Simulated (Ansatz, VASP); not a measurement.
**Two plane-wave programs on TiO**

File INCAR:

```
PREC = Accurate ; ENCUT = 520
EDIFF = 1E-6 ; ISMEAR = 0
SIGMA = 0.15 ; LREAL = F
LASPH = T ; NELM = 60
ALGO = Normal ; ISIF = 2
LWAVE = F ; LCHARG = F
GGA = PS ; NBANDS = 16
```

KPOINTS

```
Automatic mesh
0
Gamma
  18 18 16
```

POSCAR

```
TiO
1.0
    2.6492000000      0.0000000000      0.0000000000
   -1.3246000000      2.2942744997      0.0000000000
    0.0000000000      0.0000000000      3.0173000000
Ti O
1 1
Direct
    0.6666666667      0.3333333333      0.0000000000
    0.0000000000      0.0000000000      0.5000000000
```

Input for Ansatz:

```yaml
crystal:
  lattice:
    - [2.6492, 0.0, 0.0]
    - [-1.3246, 2.2942744997, 0.0]
    - [0.0, 0.0, 3.0173]
  atoms:
    - { symbol: Ti, position: [0.6666666667, 0.3333333333, 0.0] }
    - { symbol: O, position: [0.0, 0.0, 0.5] }
basis:
  ecutwfc: 520.0
kpoints:
  mp_grid: { grid: [18, 18, 16] }
hamiltonian:
  xc: pbesol
  pseudopotentials: { kind: paw, azcp: { folder: soft_1 } }
scf:
  occupations: { method: gaussian, width: 0.15 }
output:
  forces: true
  stress: true
  eigenvalues: true
  write_density: true
  write_potential: true
  elf: true
  volumetric_format: npy
```

Alike in both runs: task single point; functional PBEsol; k mesh 18 × 18 × 16; occupations gaussian, width 0.15 eV; no spin polarisation.

```csv
,VASP,Ansatz
version,VASP 6.6.1,Ansatz 0.2.0
potentials or method,"VASP PAW PBE potentials, release 64 (Ti_sv, O), cutoff 520 eV","scalar-relativistic, plane waves, PAW"
valence electrons in the cell,18,18
```

|  | VASP | Ansatz | Ansatz less VASP |
| --- | --- | --- | --- |
| gap on the k mesh at the Fermi level (eV) | none | none | - |
| pressure (GPa) | 6.1 | 5.4 | -0.70 |
| traceless stress, the component that is largest in VASP (GPa) | -38.01 | -38.32 | -0.304 |

VASP's potentials were made for PBE, not for PBEsol, and Ansatz warns of the same on its side. A gap of «none» marks a metal or a gap that the smearing closes.
